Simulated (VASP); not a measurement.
## Sb: single point with PBEsol-based global hybrid with 25 % exact exchange

Crystal: Sb.

```
Sb
1.0
    -1.56806    1.56806    2.62808
     1.56806   -1.56806    2.62808
     1.56806    1.56806   -2.62808
Sb
1
Direct
  0.00000 0.00000 0.00000
```

- Program: VASP 6.6.1
- Task: single point
- Functional: PBEsol-based global hybrid with 25 % exact exchange
- Potentials or basis: VASP PAW PBE potentials, release 64 (Sb)
- Cutoff: 520 eV
- k mesh: 6 × 6 × 6
- Occupations: fermi-dirac, width 0.05 eV
- Spin: no spin polarisation

```json
{
  "Pressure": "-1.3 GPa",
  "Band gap on the k mesh": "zero (an odd number of electrons rules out a gap without spin polarisation)"
}
```

Stress tensor (GPa, compression positive):
```
-1.35  0.00  0.00
 0.00 -1.35  0.00
 0.00  0.00 -1.08
```

Levels at points of the mesh, in eV from the Fermi level:
```csv
k point,band 1,band 2,band 3,band 4,band 5,band 6,band 7,band 8
"(0.00, 0.00, 0.00)",-15.87,5.62,6.19,6.19,9.97,11.21,11.21,11.28
"(0.50, 0.00, 0.00)",-11.33,-7.98,2.17,5.86,6.76,10.69,11.02,11.13
"(0.50, 0.50, 0.00)",-8.43,-6.39,-2.00,0.38,3.61,4.40,16.87,17.63
"(0.50, 0.50, 0.50)",-11.19,-7.74,1.91,1.91,5.85,6.17,18.85,18.98
```

Wall time 12 min on 1 thread of Intel(R) Xeon(R) Platinum 8259CL CPU @ 2.50GHz (Skylake/Cascade Lake), on a shared host, peak memory 0.17 GiB.

Caveat: the k points lie up to 0.39 Å⁻¹ apart, too coarse for converged energies and pressures of a metal; the PAW data sets were made with another functional, which shifts forces and pressure a little; spin-orbit coupling is left out, which moves the levels of the heavy elements.
